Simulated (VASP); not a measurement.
A run of VASP 6.6.1:

The input INCAR:

```
PREC = Accurate
ENCUT = 520
EDIFF = 1E-6
ISMEAR = -1
SIGMA = 0.05
LREAL = False
LASPH = True
NELM = 100
ALGO = Normal
ISIF = 2
LWAVE = False
LCHARG = False
GGA = PE
NBANDS = 20
```

Contents of KPOINTS:

```
Automatic mesh
0
Gamma
  9 9 9
```

POSCAR

```
SnO2
1.0
    0.0000000000      2.5216015818      2.5216015818
    2.5216015818      0.0000000000      2.5216015818
    2.5216015818      2.5216015818      0.0000000000
Sn O
1 2
Direct
    0.0000000000      0.0000000000      0.0000000000
    0.7500000000      0.7500000000      0.7500000000
    0.2500000000      0.2500000000      0.2500000000
```

Potentials or basis: VASP PAW PBE potentials, release 64 (Sn_d, O).

Run with:

```console
$ cat potpaw_PBE.64/Sn_d/POTCAR potpaw_PBE.64/O/POTCAR > POTCAR
$ mpirun -np 1 vasp_std > vasp.out
```

Hardware: 1 thread of Intel(R) Xeon(R) 6975P-C (Granite Rapids), with other jobs on the host.

Question: Estimate the wall time of this run.

Answer: It took 10 s on 1 thread of Intel(R) Xeon(R) 6975P-C (Granite Rapids), with other jobs on the host, peak memory 0.16 GiB. Counts: scf iterations 13, k points 35.
